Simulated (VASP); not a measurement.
# AlRu (WC type) (P-6m2) in VASP: further runs

Runs on AlRu (WC type). Level: PBE. Tasks: single point.

Program: VASP 6.6.1. These are calculated values, not measurements. Logs are shortened: lines on timing, memory, paths and dates and some standing lists are left out, and cuts for length are marked.

## 1. The cell of the first run

It takes space group P-6m2 (No. 187, hexagonal). Conventional cell: a = 2.591 Å, b = 2.591 Å, c = 3.599 Å, α = 90.00°, β = 90.00°, γ = 120.00°. Ru (site symmetry -6m2) has 6 Al at 2.34 Å and 6 Ru at 2.59 Å within 3.1 Å. Within 3.1 Å of Al (site symmetry -6m2) lie 6 Ru at 2.34 Å and 6 Al at 2.59 Å.

## 2. Single point, PBE

Input file INCAR:

```
SYSTEM = AlRu
  PREC = Accurate
  ENCUT = 520
  EDIFF = 1E-6
  ISMEAR = -1
  SIGMA = 0.08
  LREAL = .FALSE.
  LASPH = .TRUE.
  NELM = 100
  ALGO = Normal
  ISIF = 2
  LWAVE = .FALSE.
  LCHARG = .FALSE.
  GGA = PE
  NBANDS = 16
```

Input file KPOINTS:

```
regular mesh
0
G
  15 15 13
  0 0 0
```

Input file POSCAR:

```
AlRu
1.0
    2.5912523234      0.0000000000      0.0000000000
   -1.2956261617      2.2440903397      0.0000000000
    0.0000000000      0.0000000000      3.5990953930
Ru Al
1 1
Direct
    0.0000000000      0.0000000000      0.0000000000
    0.3333333333      0.6666666667      0.5000000000
```

Potentials or basis: VASP PAW PBE potentials, release 64 (Ru_pv, Al).

Command:

```console
cat potpaw_PBE.64/Ru_pv/POTCAR potpaw_PBE.64/Al/POTCAR > POTCAR
mpirun -np 1 vasp_std > vasp.out
```

OUTCAR:

```text
SYSTEM = AlRu
   PREC = Accurate
   ENCUT = 520
   EDIFF = 1E-6
   ISMEAR = -1
   LREAL = .FALSE.
   LASPH = .TRUE.
   NELM = 100
   ISIF = 2
   GGA = PE

 ion  position               nearest neighbor table
   1  0.000  0.000  0.000-   2 2.34   2 2.34   2 2.34   2 2.34   2 2.34   2 2.34
   2  0.333  0.667  0.500-   1 2.34   1 2.34   1 2.34   1 2.34   1 2.34   1 2.34

  LATTYP: Found a hexagonal cell.
 ALAT       =     2.5912523234
 C/A-ratio  =     1.3889405368

  Lattice vectors:

 A1 = (   2.5912523234,   0.0000000000,   0.0000000000)
 A2 = (  -1.2956261617,   2.2440903397,   0.0000000000)
 A3 = (   0.0000000000,   0.0000000000,   3.5990953930)

Analysis of symmetry for initial positions (statically):
=====================================================================
 Subroutine PRICEL returns:
 Original cell was already a primitive cell.

 Routine SETGRP: Setting up the symmetry group for a
 hexagonal supercell.

 Subroutine GETGRP returns: Found 12 space group operations
 (whereof 12 operations were pure point group operations)
 out of a pool of 24 trial point group operations.

The static configuration has the point symmetry D_3h.

Analysis of symmetry for dynamics (positions and initial velocities):
=====================================================================
 Subroutine PRICEL returns:
 Original cell was already a primitive cell.

 Routine SETGRP: Setting up the symmetry group for a
 hexagonal supercell.

 Subroutine GETGRP returns: Found 12 space group operations
 (whereof 12 operations were pure point group operations)
 out of a pool of 24 trial point group operations.

The dynamic configuration has the point symmetry D_3h.

 Subroutine INISYM returns: Found 12 space group operations
 (whereof 12 operations are pure point group operations),
 and found     1 'primitive' translations

----------------------------------------------------------------------------------------

                                     Primitive cell

  volume of cell :      20.9288

  direct lattice vectors                    reciprocal lattice vectors
     2.591252323  0.000000000  0.000000000     0.385913788  0.222807429  0.000000000
    -1.295626162  2.244090340  0.000000000     0.000000000  0.445614859  0.000000000
     0.000000000  0.000000000  3.599095393     0.000000000  0.000000000  0.277847595

  length of vectors
     2.591252323  2.591252323  3.599095393     0.445614859  0.445614859  0.277847595

  position of ions in fractional coordinates (direct lattice)
     0.000000000  0.000000000  0.000000000
     0.333333333  0.666666667  0.500000000

  ion indices of the primitive-cell ions
   primitive index   ion index
                 1           1
                 2           2

----------------------------------------------------------------------------------------

 KPOINTS: regular mesh

Automatic generation of k-mesh.
 Grid dimensions read from file:
 generate k-points for:   15   15   13

 Generating k-lattice:

  Cartesian coordinates                     Fractional coordinates (reciprocal lattice)
     0.025727586  0.014853829  0.000000000     0.066666667  0.000000000  0.000000000
     0.000000000  0.029707657  0.000000000     0.000000000  0.066666667  0.000000000
     0.000000000  0.000000000  0.021372892     0.000000000  0.000000000  0.076923077

  Length of vectors
     0.029707657  0.029707657  0.021372892

  Shift w.r.t. Gamma in fractional coordinates (k-lattice)
     0.000000000  0.000000000  0.000000000

 Subroutine IBZKPT returns following result:
 ===========================================

 Found    189 irreducible k-points:

 Following reciprocal coordinates:
            Coordinates               Weight
  0.000000  0.000000  0.000000      1.000000
  0.066667 -0.000000  0.000000      6.000000
  0.133333 -0.000000  0.000000      6.000000
  0.200000 -0.000000  0.000000      6.000000
  0.266667 -0.000000  0.000000      6.000000
  0.333333  0.000000  0.000000      6.000000
[... 16 lines left out ...]
  0.333333  0.200000  0.000000     12.000000
  0.400000  0.200000  0.000000      6.000000
 [... further k-points ...]
   k-points           NKPTS =    189   k-points in BZ     NKDIM =    189   number of bands    NBANDS=     16
   number of dos      NEDOS =    301   number of ions     NIONS =      2
   total plane-waves  NPLWV =  11200
   dimension x,y,z NGX =    20 NGY =   20 NGZ =   28
   dimension x,y,z NGXF=    40 NGYF=   40 NGZF=   56
   ions per type =               1   1
   NGX,Y,Z   is equivalent  to a cutoff of  12.83, 12.83, 12.93 a.u.
   NGXF,Y,Z  is equivalent  to a cutoff of  25.66, 25.66, 25.87 a.u.
 SYSTEM =  AlRu
   PREC   = accura    normal or accurate (medium, high low for compatibility)
   ISTART =      0    job   : 0-new  1-cont  2-samecut
   ICHARG =      2    charge: 1-file 2-atom 10-const
   ISPIN  =      1    spin polarized calculation?
   LNONCOLLINEAR =      F non collinear calculations
   LSORBIT =      F    spin-orbit coupling
   LASPH  =      T    aspherical Exc in radial PAW
   ENCUT  =  520.0 eV  38.22 Ry    6.18 a.u.   4.82  4.82  6.69*2*pi/ulx,y,z
   NELM   =    100;   NELMIN=  2; NELMDL= -5     # of ELM steps
   EDIFF  = 0.1E-05   stopping-criterion for ELM
   LREAL  =      F    real-space projection
   EDIFFG = 0.1E-04   stopping-criterion for IOM
   NSW    =      0    number of steps for IOM
   IBRION =     -1    ionic relax: 0-MD 1-quasi-New 2-CG
   NFREE  =      0    steps in history (QN), initial steepest desc. (CG)
   ISIF   =      2    stress and relaxation
   ISYM   =      2    0-nonsym 1-usesym 2-fastsym
   POTIM  = 0.5000    time-step for ionic-motion
   TEBEG  =    0.0;   TEEND  =   0.0 temperature during run
   PSTRESS=    0.0 pullay stress
   NELECT =      17.0000    total number of electrons
   NUPDOWN=      -1.0000    fix difference up-down
   EMIN   =  10.00;   EMAX   =-10.00  energy-range for DOS
   EFERMI =   0.00;   METHOD = LEGACY
   ISMEAR =    -1;   SIGMA  =   0.08  broadening in eV -4-tet -1-fermi 0-gaus
   EFERMI_NEDOS =   21; number of points for ismear=-14 and -15
   IALGO  =     38    algorithm
   IMIX   =      4    mixing-type and parameters
     AMIX     =   0.40;   BMIX     =  1.00
     AMIX_MAG =   1.60;   BMIX_MAG =  1.00
  volume/ion in A,a.u.               =      10.46        70.62
  Fermi-wavevector in a.u.,A,eV,Ry     =   1.527484  2.886526 31.745214  2.333207
  Thomas-Fermi vector in A             =   2.635374
   LORBIT       =      0    0 simple, 1 ext, 2 COOP (PROOUT), +10 PAW based schemes
   GGA     = PE    functional components
   LHFCALC =     F    Hartree Fock is set to
   AEXX    =    0.0000 exact exchange contribution
   IVDW    =     0    specifies the selected vdW correction
   LEPSILON=     F    determine dielectric tensor
   LRPA    =     F    only Hartree local field effects (RPA)
 non-spin polarized calculation
  energy-cutoff  :      520.00
  volume of cell :       20.93
 maximum number of plane-waves:       576
 NGX is ok and might be reduce to    20
   NGX =  9   NGY =  9   NGZ = 13

 number of electron      17.0000000 magnetization

 Free energy of the ion-electron system (eV)
  ---------------------------------------------------
  ext. energy  EPLUGINS =         0.00000000
  ---------------------------------------------------
  free energy    TOTEN  =       -12.00266220 eV

  energy without entropy =      -11.99076967  energy(sigma->0) =      -11.99671593

 E-fermi :  15.1183     XC(G=0): -13.8676

 val. band max:       15.0655037109   @ k =   0.0667  -0.0000   0.1538
 cond. band min:      15.1189782629   @ k =   0.2667   0.1333   0.3846
 fundamental gap:      0.0534745520
 Fermi energy:        15.1182941059

 k-point     1 :       0.0000    0.0000    0.0000
  band No.  band energies     occupation
      1     -27.4618      2.00000
      2     -26.9417      2.00000
      3     -26.9417      2.00000
      4       3.2499      2.00000
      5       9.0097      2.00000
      6      12.4747      2.00000
[... 8 lines left out ...]
     15      29.5117      0.00000
     16      33.1297      0.00000

 k-point     2 :       0.0667   -0.0000    0.0000
  band No.  band energies     occupation
      1     -27.4536      2.00000
      2     -26.9964      2.00000
      3     -26.9540      2.00000
      4       3.3939      2.00000
      5       9.1578      2.00000
      6      12.3104      2.00000
[... 8 lines left out ...]
     15      29.7783      0.00000
     16      33.4126      0.00000

 k-point     3 :       0.1333   -0.0000    0.0000
  band No.  band energies     occupation
      1     -27.4302      2.00000
      2     -27.1492      2.00000
      3     -26.9887      2.00000
      4       3.8139      2.00000
      5       9.5481      2.00000
      6      11.9225      2.00000
[... 8 lines left out ...]
     15      30.3498      0.00000
     16      32.3887      0.00000

 k-point     4 :       0.2000   -0.0000    0.0000
  band No.  band energies     occupation
      1     -27.3955      2.00000
      2     -27.3702      2.00000
      3     -27.0395      2.00000
      4       4.4772      2.00000
      5       9.9231      2.00000
      6      11.6500      2.00000
[... 8 lines left out ...]
     15      30.6287      0.00000
     16      31.1339      0.00000
[... 324 lines left out ...]
 k-point    22 :       0.2667    0.2000    0.0000
  band No.  band energies     occupation
      1     -27.9061      2.00000
      2     -27.3854      2.00000
      3     -27.2789      2.00000
      4       7.6167      2.00000
      5      10.1110      2.00000
      6      10.1819      2.00000
[... 8 lines left out ...]
     15      29.3565      0.00000
     16      33.1349      0.00000

 k-point    23 :       0.3333    0.2000    0.0000
  band No.  band energies     occupation
      1     -27.9740      2.00000
      2     -27.4610      2.00000
      3     -27.2595      2.00000
      4       8.5106      2.00000
      5      10.0426      2.00000
      6      10.0678      2.00000
[... 8 lines left out ...]
     15      29.5138      0.00000
     16      31.9705      0.00000

 k-point    24 :       0.4000    0.2000    0.0000
  band No.  band energies     occupation
      1     -27.9969      2.00000
      2     -27.4887      2.00000
      3     -27.2526      2.00000
      4       8.8765      2.00000
      5      10.0360      2.00000
      6      10.1793      2.00000
[... 8 lines left out ...]
     15      29.7521      0.00000
     16      31.3678      0.00000

 [... further k-points ...]
[... 5 lines left out ...]
  --------------------------------------------------------------------------------------
  -------------------------------------------------------------------------------------
  Total       14.4226874     14.4226874     14.4254051     -0.0000000      0.0000000     -0.0000000
  in kB     1104.1126200   1104.1126200   1104.3206749     -0.0000000      0.0000000     -0.0000000
  external PRESSURE =    1104.1819717 kB  Pullay stress =       0.0000000 kB

 VOLUME and BASIS-vectors are now :
 -----------------------------------------------------------------------------
  energy-cutoff  :      520.00
  volume of cell :       20.93
      direct lattice vectors                 reciprocal lattice vectors
     2.591252323  0.000000000  0.000000000     0.385913788  0.222807429  0.000000000
    -1.295626162  2.244090340  0.000000000     0.000000000  0.445614859  0.000000000
     0.000000000  0.000000000  3.599095393     0.000000000  0.000000000  0.277847595

 POSITION                                       TOTAL-FORCE (eV/Angst)
 -----------------------------------------------------------------------------------
      0.00000      0.00000      0.00000         0.000000      0.000000      0.000000
     -0.00000      1.49606      1.79955        -0.000000     -0.000000      0.000000
 -----------------------------------------------------------------------------------
    total drift:                               -0.000000      0.000000      0.000000

  FREE ENERGIE OF THE ION-ELECTRON SYSTEM (eV)
  ---------------------------------------------------
  free  energy   TOTEN  =       -12.0026621983 eV

  energy  without entropy=      -11.9907696690  energy(sigma->0) =      -11.99671593
```

Wall time 51 s (1 thread of AMD EPYC 7R43 (Zen 3), shared host); peak memory 0.14 GiB.

What came out:

- Free energy: -12.0027 eV
- Pressure: 110.4 GPa

## 3. Single point, PBE

Input file INCAR:

```
SYSTEM = AlRu
PREC = Accurate
ENCUT = 520
EDIFF = 1E-6
ISMEAR = -1
SIGMA = 0.08
LREAL = .False.
LASPH = .True.
NELM = 100
ALGO = Normal
ISIF = 2
LWAVE = .False.
LCHARG = .True.
GGA = PE
LELF = .True.
LVHAR = .True.
NBANDS = 16
```

Input file KPOINTS:

```
regular mesh
0
Gamma
  15 15 13
  0 0 0
```

Input file POSCAR:

```
AlRu
1.0
    2.5906635487      0.0000000000      0.0000000000
   -1.2953317744      2.2435804459      0.0000000000
    0.0000000000      0.0000000000      3.5983429699
Ru Al
1 1
Direct
    0.0000000000      0.0000000000      0.0000000000
    0.3333333333      0.6666666667      0.5000000000
```

Potentials or basis: VASP PAW PBE potentials, release 64 (Ru_pv, Al).

Command:

```console
cat potpaw_PBE.64/Ru_pv/POTCAR potpaw_PBE.64/Al/POTCAR > POTCAR
mpirun -np 1 vasp_std > vasp.out
```

OUTCAR:

```text
SYSTEM = AlRu
   PREC = Accurate
   ENCUT = 520
   EDIFF = 1E-6
   ISMEAR = -1
   LREAL = .False.
   LASPH = .True.
   NELM = 100
   ISIF = 2
   GGA = PE

 ion  position               nearest neighbor table
   1  0.000  0.000  0.000-   2 2.34   2 2.34   2 2.34   2 2.34   2 2.34   2 2.34
   2  0.333  0.667  0.500-   1 2.34   1 2.34   1 2.34   1 2.34   1 2.34   1 2.34

  LATTYP: Found a hexagonal cell.
 ALAT       =     2.5906635487
 C/A-ratio  =     1.3889657620

  Lattice vectors:

 A1 = (   2.5906635487,   0.0000000000,   0.0000000000)
 A2 = (  -1.2953317744,   2.2435804459,   0.0000000000)
 A3 = (   0.0000000000,   0.0000000000,   3.5983429699)

Analysis of symmetry for initial positions (statically):
=====================================================================
 Subroutine PRICEL returns:
 Original cell was already a primitive cell.

 Routine SETGRP: Setting up the symmetry group for a
 hexagonal supercell.

 Subroutine GETGRP returns: Found 12 space group operations
 (whereof 12 operations were pure point group operations)
 out of a pool of 24 trial point group operations.

The static configuration has the point symmetry D_3h.

Analysis of symmetry for dynamics (positions and initial velocities):
=====================================================================
 Subroutine PRICEL returns:
 Original cell was already a primitive cell.

 Routine SETGRP: Setting up the symmetry group for a
 hexagonal supercell.

 Subroutine GETGRP returns: Found 12 space group operations
 (whereof 12 operations were pure point group operations)
 out of a pool of 24 trial point group operations.

The dynamic configuration has the point symmetry D_3h.

 Subroutine INISYM returns: Found 12 space group operations
 (whereof 12 operations are pure point group operations),
[... 105 lines left out ...]
   TEBEG  =    0.0;   TEEND  =   0.0 temperature during run
   PSTRESS=    0.0 pullay stress
   NELECT =      17.0000    total number of electrons
   NUPDOWN=      -1.0000    fix difference up-down
   EMIN   =  10.00;   EMAX   =-10.00  energy-range for DOS
   EFERMI =   0.00;   METHOD = LEGACY
   ISMEAR =    -1;   SIGMA  =   0.08  broadening in eV -4-tet -1-fermi 0-gaus
   EFERMI_NEDOS =   21; number of points for ismear=-14 and -15
   IALGO  =     38    algorithm
   IMIX   =      4    mixing-type and parameters
     AMIX     =   0.40;   BMIX     =  1.00
     AMIX_MAG =   1.60;   BMIX_MAG =  1.00
  volume/ion in A,a.u.               =      10.46        70.57
  Fermi-wavevector in a.u.,A,eV,Ry     =   1.527822  2.887165 31.759260  2.334240
  Thomas-Fermi vector in A             =   2.635665
   LORBIT       =      0    0 simple, 1 ext, 2 COOP (PROOUT), +10 PAW based schemes
   GGA     = PE    functional components
   LHFCALC =     F    Hartree Fock is set to
   AEXX    =    0.0000 exact exchange contribution
   IVDW    =     0    specifies the selected vdW correction
   LEPSILON=     F    determine dielectric tensor
   LRPA    =     F    only Hartree local field effects (RPA)
 non-spin polarized calculation
  energy-cutoff  :      520.00
  volume of cell :       20.91
 maximum number of plane-waves:       576
 NGX is ok and might be reduce to    20
   NGX =  9   NGY =  9   NGZ = 13

 number of electron      17.0000000 magnetization

 Free energy of the ion-electron system (eV)
  ---------------------------------------------------
  ext. energy  EPLUGINS =         0.00000000
  ---------------------------------------------------
  free energy    TOTEN  =       -11.99307084 eV

  energy without entropy =      -11.98119602  energy(sigma->0) =      -11.98713343

 E-fermi :  15.1307     XC(G=0): -13.8713

 val. band max:       15.0777512403   @ k =   0.0667  -0.0000   0.1538
 cond. band min:      15.1312979318   @ k =   0.2667   0.1333   0.3846
 fundamental gap:      0.0535466915
 Fermi energy:        15.1306669655

 k-point     1 :       0.0000    0.0000    0.0000
  band No.  band energies     occupation
      1     -27.4511      2.00000
      2     -26.9293      2.00000
      3     -26.9293      2.00000
      4       3.2574      2.00000
      5       9.0169      2.00000
      6      12.4844      2.00000
[... 433 lines left out ...]
      3     -27.2414      2.00000
      4       8.8850      2.00000
      5      10.0437      2.00000
      6      10.1876      2.00000
[... 8 lines left out ...]
     15      29.7734      0.00000
     16      31.3862      0.00000

 [... further k-points ...]
[... 5 lines left out ...]
  --------------------------------------------------------------------------------------
  -------------------------------------------------------------------------------------
  Total       14.4659047     14.4659047     14.4685639     -0.0000000      0.0000000     -0.0000000
  in kB     1108.1561616   1108.1561617   1108.3598744     -0.0000000      0.0000000     -0.0000000
  external PRESSURE =    1108.2240659 kB  Pullay stress =       0.0000000 kB

 VOLUME and BASIS-vectors are now :
 -----------------------------------------------------------------------------
  energy-cutoff  :      520.00
  volume of cell :       20.91
      direct lattice vectors                 reciprocal lattice vectors
     2.590663549  0.000000000  0.000000000     0.386001494  0.222858066  0.000000000
    -1.295331774  2.243580446  0.000000000     0.000000000  0.445716133  0.000000000
     0.000000000  0.000000000  3.598342970     0.000000000  0.000000000  0.277905694

 POSITION                                       TOTAL-FORCE (eV/Angst)
 -----------------------------------------------------------------------------------
      0.00000      0.00000      0.00000        -0.000000      0.000000      0.000000
     -0.00000      1.49572      1.79917         0.000000      0.000000      0.000000
 -----------------------------------------------------------------------------------
    total drift:                               -0.000000      0.000000      0.000000

  FREE ENERGIE OF THE ION-ELECTRON SYSTEM (eV)
  ---------------------------------------------------
  free  energy   TOTEN  =       -11.9930708370 eV

  energy  without entropy=      -11.9811960202  energy(sigma->0) =      -11.98713343
```

OSZICAR:

```text
N       E                     dE             d eps       ncg     rms          rms(c)
DAV:   1     0.124316398897E+03    0.12432E+03   -0.90246E+03  6056   0.104E+03
DAV:   2    -0.108785160833E+02   -0.13519E+03   -0.12917E+03  6920   0.307E+02
DAV:   3    -0.127373725988E+02   -0.18589E+01   -0.18546E+01  7552   0.382E+01
DAV:   4    -0.127473081592E+02   -0.99356E-02   -0.99352E-02  7056   0.299E+00
DAV:   5    -0.127474302852E+02   -0.12213E-03   -0.12212E-03  7552   0.328E-01    0.221E+01
DAV:   6    -0.120954643607E+02    0.65197E+00   -0.16033E+00  7064   0.153E+01    0.585E+00
DAV:   7    -0.120175287857E+02    0.77936E-01   -0.11321E-01  6768   0.394E+00    0.451E+00
DAV:   8    -0.119932591809E+02    0.24270E-01   -0.23594E-02  7192   0.163E+00    0.349E-01
DAV:   9    -0.119930908636E+02    0.16832E-03   -0.66271E-04  7160   0.234E-01    0.183E-01
DAV:  10    -0.119930761718E+02    0.14692E-04   -0.61764E-05  7680   0.753E-02    0.515E-02
DAV:  11    -0.119930711286E+02    0.50432E-05   -0.51066E-06  7312   0.250E-02    0.125E-02
DAV:  12    -0.119930708370E+02    0.29163E-06   -0.12926E-07  3672   0.316E-03
   1 F= -.11993071E+02 E0= -.11987133E+02  d E =-.118748E-01
```

Wall time 52 s (1 thread of AMD EPYC 7R43 (Zen 3), shared host); peak memory 0.14 GiB.

Results:

```yaml
Free_energy: -11.9931 eV
Pressure: 110.8 GPa
```
